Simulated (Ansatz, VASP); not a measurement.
# Two plane-wave programs on Ga3Se

```xyz
4
Lattice="3.1595 0.0000 0.0000 0.0000 3.1595 0.0000 0.0000 0.0000 8.5449" Properties=species:S:1:pos:R:3 pbc="T T T"
Ga    1.5797    1.5797    0.0000
Ga    0.0000    0.0000    6.9095
Ga    0.0000    0.0000    1.6354
Se    0.0000    0.0000    4.2724
```

Alike in both runs: functional PBE; k mesh 4 × 4 × 4; occupations gaussian, width 0.1 eV; no spin polarisation.

Ansatz relaxed the structure, and its values are those at the end. VASP's run is a single point on that final structure, the one shown.

```csv
,VASP,Ansatz
version,VASP 6.6.1,Ansatz 0.2.0
potentials or method,"VASP PAW PBE potentials, release 64 (Ga_d, Se), cutoff 520 eV","scalar-relativistic, plane waves, PAW"
valence electrons in the cell,45,55
```

```csv
,VASP,Ansatz,Ansatz less VASP
gap on the k mesh at the Fermi level (eV),none,none,-
pressure (GPa),0.1,0.0,-0.09
```

A gap of «none» marks a metal or a gap that the smearing closes. VASP's potentials hold 45 valence electrons a cell and Ansatz's 55, so a difference there can come from the potentials and not from the codes.

The k mesh is coarse, so the values compare programs but aren't converged.
